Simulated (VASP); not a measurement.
## AlN: single point with LDA

AlN:

```
Al N
1.0
     3.11438    0.00000    0.00000
    -1.55719    2.69713    0.00000
     0.00000    0.00000    4.98480
Al N
2 2
Direct
  0.33655 0.67310 0.00152
  0.66345 0.32690 0.50152
  0.33046 0.66093 0.38348
  0.66954 0.33907 0.88348
```

| Item | Value |
| --- | --- |
| Program | VASP 6.6.1 |
| Task | single point |
| Functional | LDA |
| Potentials or basis | VASP PAW LDA potentials, release 64 (Al, N) |
| Cutoff | 520 eV |
| k mesh | 9 × 9 × 6 |
| Occupations | gaussian, width 0.05 eV |
| Spin | no spin polarisation |
| Dipole correction | no |
| Further INCAR settings | ALGO = Normal; EDIFF = 1e-07; NBANDS = 16 |

```yaml
Pressure: -4.5 GPa
Largest_force: 0.100 eV/Å
Band_gap_on_the_k_mesh: 4.20 eV, direct
```

Forces in eV/Å, atoms in the order of the input:
```
Al   0.000 -0.099  0.012
Al   0.000  0.099  0.012
N    0.000  0.047 -0.012
N    0.000 -0.047 -0.012
```

Stress tensor (GPa, compression positive):
```
-4.48  0.00  0.00
 0.00 -4.65  0.00
 0.00  0.00 -4.24
```

Levels at points of the mesh, in eV from the valence-band top:
| k point | band 4 | band 5 | band 6 | band 7 | band 8 | band 9 | band 10 | band 11 | band 12 | band 13 |
| --- | --- | --- | --- | --- | --- | --- | --- | --- | --- | --- |
| (0.00, 0.00, 0.00) | -0.89 | -0.87 | -0.25 | -0.20 | 0.00 | 4.20 | 6.51 | 10.45 | 10.85 | 10.99 |
| (0.00, 0.00, 0.50) | -3.33 | -0.57 | -0.57 | -0.55 | -0.55 | 6.39 | 6.39 | 10.11 | 10.11 | 11.24 |

It took 43 s on 1 thread of Intel(R) Xeon(R) 6975P-C (Granite Rapids), with other jobs on the host, peak memory 0.17 GiB.

A k mesh can miss the band edges. LDA gaps usually lie below the measured ones, often by a third to a half.
